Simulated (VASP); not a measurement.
Set up this calculation in VASP 6.6.1, as the native input.

```yaml
Task: single point
Functional: LDA
Potentials_or_basis: VASP PAW LDA potentials, release 64 (Se)
Cutoff: 520 eV
k_mesh: 11 × 11 × 11
Occupations: fermi-dirac, width 0.08 eV
Spin: no spin polarisation
Dipole_correction: no
Further_INCAR_settings: ALGO = Normal; EDIFF = 1e-06; NBANDS = 13
```

The structure of Se lies in POSCAR:

```
Se
1.0
    0.0000000000      3.0843981297      3.0843981297
    3.0843981297      0.0000000000      3.0843981297
    3.0843981297      3.0843981297      0.0000000000
Se
2
Direct
   -0.1250000000     -0.1250000000     -0.1250000000
    0.1250000000      0.1250000000      0.1250000000
```

This isn't the form of Se at room conditions, which is trigonal, of chains.

These files were run (other wordings do the same):

INCAR

```
SYSTEM = Se
PREC = Accurate
ENCUT = 520
EDIFF = 1E-6
ISMEAR = -1
SIGMA = 0.08
LREAL = .False.
LASPH = .True.
NELM = 60
ALGO = Normal
ISIF = 2
LWAVE = .False.
LCHARG = .False.
GGA = CA
NBANDS = 13
```

KPOINTS

```
Automatic mesh
0
Gamma
  11 11 11
  0 0 0
```

Potentials or basis: VASP PAW LDA potentials, release 64 (Se).

The run is started by

```bash
$ cat potpaw_LDA.64/Se/POTCAR > POTCAR
$ mpirun -np 1 vasp_std > vasp.out
```

Results of the run:

```
Pressure               : 0.1 GPa
Band gap on the k mesh : zero (bands 6 and 7 overlap by 1.13 eV)
```

It took 19 s on 1 thread of Intel(R) Xeon(R) Platinum 8488C (Sapphire Rapids) (shared host), peak memory 0.16 GiB.
